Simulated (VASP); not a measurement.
# MnAu (P4/mmm) in VASP: single point with LDA

Aim: the single point of MnAu with LDA.

Program: VASP 6.6.1. These are calculated values, not measurements. Logs are shortened: lines on timing, memory, paths and dates and some standing lists are left out, and cuts for length are marked.

## (1) The cell of the first run

Symmetry: P4/mmm, No. 123, tetragonal system. The conventional cell has a = 2.873 Å, b = 2.873 Å, c = 3.407 Å, α = 90.00°, β = 90.00°, γ = 90.00°. Mn (site symmetry 4/mmm) has 8 Au at 2.65 Å and 6 Mn at 2.87 to 3.41 Å within 3.5 Å. Au (site symmetry 4/mmm) has 8 Mn at 2.65 Å and 6 Au at 2.87 to 3.41 Å within 3.5 Å.

## (2) Single point, LDA, collinear spin, ferromagnetic start (14.06 Å³/atom)

File INCAR:

```
SYSTEM = MnAu
  PREC = Accurate
  ENCUT = 520
  EDIFF = 1E-7
  ISMEAR = 0
  SIGMA = 0.15
  LREAL = .False.
  LASPH = .True.
  NELM = 150
  ALGO = Normal
  ISIF = 2
  LWAVE = .False.
  LCHARG = .True.
  ISPIN = 2
  MAGMOM = 0.583 0
  LORBIT = 11
  NUPDOWN = 0.5833
  LMAXMIX = 4
  GGA = CA
  LELF = .True.
  LVHAR = .True.
  NBANDS = 23
```

File KPOINTS:

```
Automatic mesh
0
Gamma
  16 16 14
  0 0 0
```

File POSCAR:

```
MnAu
1.0
    2.8726869976      0.0000000000      0.0000000000
    0.0000000000      2.8726869976      0.0000000000
    0.0000000000      0.0000000000      3.4065528165
Mn Au
1 1
Direct
    0.5000000000      0.5000000000      0.5000000000
    0.0000000000      0.0000000000      0.0000000000
```

Potentials or basis: VASP PAW LDA potentials, release 64 (Mn_pv, Au).

The run is started by

```console
> cat potpaw_LDA.64/Mn_pv/POTCAR potpaw_LDA.64/Au/POTCAR > POTCAR
> mpirun -np 1 vasp_std > vasp.out
```

OUTCAR:

```text
SYSTEM = MnAu
   PREC = Accurate
   ENCUT = 520
   EDIFF = 1E-7
   ISMEAR = 0
   LREAL = .False.
   LASPH = .True.
   NELM = 150
   ISIF = 2
   ISPIN = 2
   LORBIT = 11
   NUPDOWN = 0.5833
   GGA = CA

 ion  position               nearest neighbor table
   1  0.500  0.500  0.500-   2 2.65   2 2.65   2 2.65   2 2.65   2 2.65   2 2.65   2 2.65   2 2.65

   2  0.000  0.000  0.000-   1 2.65   1 2.65   1 2.65   1 2.65   1 2.65   1 2.65   1 2.65   1 2.65

  LATTYP: Found a simple tetragonal cell.
 ALAT       =     2.8726869976
 C/A-ratio  =     1.1858419728

  Lattice vectors:

 A1 = (   2.8726869976,   0.0000000000,   0.0000000000)
 A2 = (   0.0000000000,   2.8726869976,   0.0000000000)
 A3 = (   0.0000000000,   0.0000000000,   3.4065528165)

Analysis of symmetry for initial positions (statically):
=====================================================================
 Subroutine PRICEL returns:
 Original cell was already a primitive cell.

 Routine SETGRP: Setting up the symmetry group for a
 simple tetragonal supercell.

 Subroutine GETGRP returns: Found 16 space group operations
 (whereof 16 operations were pure point group operations)
 out of a pool of 16 trial point group operations.

The static configuration has the point symmetry D_4h.

Analysis of symmetry for dynamics (positions and initial velocities):
=====================================================================
 Subroutine PRICEL returns:
 Original cell was already a primitive cell.

 Routine SETGRP: Setting up the symmetry group for a
 simple tetragonal supercell.

 Subroutine GETGRP returns: Found 16 space group operations
 (whereof 16 operations were pure point group operations)
 out of a pool of 16 trial point group operations.

The dynamic configuration has the point symmetry D_4h.

Analysis of structural, dynamic, and magnetic symmetry:
=====================================================================
 Subroutine PRICEL returns:
 Original cell was already a primitive cell.

 Routine SETGRP: Setting up the symmetry group for a
 simple tetragonal supercell.

 Subroutine GETGRP returns: Found 16 space group operations
 (whereof 16 operations were pure point group operations)
 out of a pool of 16 trial point group operations.

The overall configuration has the point symmetry D_4h.

 Subroutine INISYM returns: Found 16 space group operations
 (whereof 16 operations are pure point group operations),
 and found     1 'primitive' translations

----------------------------------------------------------------------------------------

                                     Primitive cell

[... 109 lines left out ...]
     AMIX     =   0.40;   BMIX     =  1.00
     AMIX_MAG =   1.60;   BMIX_MAG =  1.00
  volume/ion in A,a.u.               =      14.06        94.85
  Fermi-wavevector in a.u.,A,eV,Ry     =   1.553035  2.934811 32.816146  2.411919
  Thomas-Fermi vector in A             =   2.657324
   LORBIT       =     11    0 simple, 1 ext, 2 COOP (PROOUT), +10 PAW based schemes
   GGA     = CA    functional components
   LHFCALC =     F    Hartree Fock is set to
   AEXX    =    0.0000 exact exchange contribution
   IVDW    =     0    specifies the selected vdW correction
   LEPSILON=     F    determine dielectric tensor
   LRPA    =     F    only Hartree local field effects (RPA)
 spin polarized calculation
 Gauss-broadening in eV      SIGMA  =   0.15
  energy-cutoff  :      520.00
  volume of cell :       28.11
 maximum number of plane-waves:       775
 NGX is ok and might be reduce to    24
   NGX = 11   NGY = 11   NGZ = 13

 number of electron      23.9999995 magnetization       0.5833000

 Free energy of the ion-electron system (eV)
  ---------------------------------------------------
  ext. energy  EPLUGINS =         0.00000000
  ---------------------------------------------------
  free energy    TOTEN  =       -13.37967371 eV

  energy without entropy =      -13.33388598  energy(sigma->0) =      -13.35677984

 E-fermi :   9.8932     XC(G=0): -13.4824

 val. band max:        9.8923776417   @ k =   0.3750   0.0625   0.1429
 cond. band min:       9.7138369994   @ k =   0.5000   0.5000   0.0714
 fundamental gap:     -0.1785406423
 Fermi energy:         9.7064807142

 spin component 1

 k-point     1 :       0.0000    0.0000    0.0000
  band No.  band energies     occupation
      1     -37.9463      1.00000
      2     -37.8320      1.00000
      3     -37.8320      1.00000
      4       0.1305      1.00000
      5       2.9867      1.00000
      6       3.0729      1.00000
[... 613 lines left out ...]
     22      30.4227      0.00000
     23      31.8833      0.00000

 [... further k-points ...]

 spin component 2

 k-point     1 :       0.0000    0.0000    0.0000
  band No.  band energies     occupation
      1     -37.2808      1.00000
      2     -37.2808      1.00000
      3     -37.2785      1.00000
      4       0.1723      1.00000
      5       2.9989      1.00000
      6       3.1313      1.00000
[... 613 lines left out ...]
     22      30.5272      0.00000
     23      31.9242      0.00000

 [... further k-points ...]
[... 5 lines left out ...]
  --------------------------------------------------------------------------------------
  -------------------------------------------------------------------------------------
  Total       -1.8472262     -1.8472262     -0.6102873      0.0000000      0.0000000      0.0000000
  in kB     -105.2783144   -105.2783144    -34.7818873      0.0000000      0.0000000      0.0000000
  external PRESSURE =     -81.7795053 kB  Pullay stress =       0.0000000 kB

 VOLUME and BASIS-vectors are now :
 -----------------------------------------------------------------------------
  energy-cutoff  :      520.00
  volume of cell :       28.11
      direct lattice vectors                 reciprocal lattice vectors
     2.872686998  0.000000000  0.000000000     0.348106146  0.000000000  0.000000000
     0.000000000  2.872686998  0.000000000     0.000000000  0.348106146  0.000000000
     0.000000000  0.000000000  3.406552817     0.000000000  0.000000000  0.293551885

 POSITION                                       TOTAL-FORCE (eV/Angst)
 -----------------------------------------------------------------------------------
      1.43634      1.43634      1.70328         0.000000      0.000000      0.000000
      0.00000      0.00000      0.00000         0.000000      0.000000      0.000000
 -----------------------------------------------------------------------------------
    total drift:                                0.000000      0.000000     -0.000000

  FREE ENERGIE OF THE ION-ELECTRON SYSTEM (eV)
  ---------------------------------------------------
  free  energy   TOTEN  =       -13.3796737086 eV

  energy  without entropy=      -13.3338859757  energy(sigma->0) =      -13.35677984

 total charge

# of ion       s       p       d       tot
------------------------------------------
    1        0.297   6.258   5.110  11.666
    2        0.698   0.543   8.617   9.857
--------------------------------------------------
tot          0.995   6.801  13.727  21.523

 magnetization (x)

# of ion       s       p       d       tot
------------------------------------------
    1        0.000  -0.002   0.597   0.596
    2       -0.009  -0.013   0.002  -0.021
--------------------------------------------------
tot         -0.009  -0.015   0.599   0.575
```

OSZICAR:

```text
N       E                     dE             d eps       ncg     rms          rms(c)
DAV:   1     0.202752021185E+03    0.20275E+03   -0.12808E+04 33582   0.120E+03
DAV:   2    -0.802092835691E+01   -0.21077E+03   -0.20138E+03 34667   0.334E+02
DAV:   3    -0.152069303651E+02   -0.71860E+01   -0.71325E+01 38713   0.670E+01
DAV:   4    -0.152689989537E+02   -0.62069E-01   -0.62060E-01 36998   0.609E+00
DAV:   5    -0.152699511227E+02   -0.95217E-03   -0.95216E-03 39252   0.769E-01    0.166E+01
DAV:   6    -0.146257626786E+02    0.64419E+00   -0.17581E+01 36459   0.334E+01    0.117E+01
DAV:   7    -0.137387368631E+02    0.88703E+00   -0.14542E+01 37417   0.330E+01    0.956E+00
DAV:   8    -0.134280346044E+02    0.31070E+00   -0.97050E-01 36998   0.710E+00    0.400E+00
DAV:   9    -0.133850155797E+02    0.43019E-01   -0.28467E-01 36676   0.364E+00    0.843E-01
DAV:  10    -0.133804586433E+02    0.45569E-02   -0.18572E-02 35220   0.130E+00    0.290E-01
DAV:  11    -0.133796783573E+02    0.78029E-03   -0.23243E-03 37965   0.373E-01    0.824E-02
DAV:  12    -0.133796806932E+02   -0.23359E-05   -0.11987E-04 36732   0.894E-02    0.477E-02
DAV:  13    -0.133796739431E+02    0.67501E-05   -0.43644E-05 41455   0.521E-02    0.897E-03
DAV:  14    -0.133796737819E+02    0.16117E-06   -0.20445E-06 37489   0.119E-02    0.371E-03
DAV:  15    -0.133796737086E+02    0.73299E-07   -0.28867E-07 23096   0.389E-03
   1 F= -.13379674E+02 E0= -.13356780E+02  d E =-.457877E-01  mag=     0.5833
```

stdout:

```text
POSCAR found type information on POSCAR MnAu
 POSCAR found :  2 types and       2 ions
 scaLAPACK will be used
 LDA part: xc-table for (Slater(with rela. corr.)+CA(PZ))
 , standard interpolation
 POSCAR, INCAR and KPOINTS ok, starting setup
 FFT: planning ... GRIDC
 FFT: planning ... GRID_SOFT
 FFT: planning ... GRID
 WAVECAR not read
 entering main loop
```

It took 11 min on 1 thread of Intel Xeon 8259CL, shared host; peak memory 0.43 GiB.

What came out:

* Free energy: -13.3797 eV
* Pressure: -8.2 GPa
* Net moment: 0.58 μB per cell
* Site moments: Mn +0.60; Au -0.02 μB
* Valence electrons inside the program's atomic spheres: Mn 11.67; Au 9.86

Stress tensor (GPa, compression positive):
```
-10.53   0.00   0.00
  0.00 -10.53   0.00
  0.00   0.00  -3.48
```

Caveat: the stress differs along the axes, from -11 to -3 GPa; spin-orbit coupling is left out, which moves the levels of the heavy elements; the total moment is fixed, so each spin has its own Fermi level and the state may be an excited one.
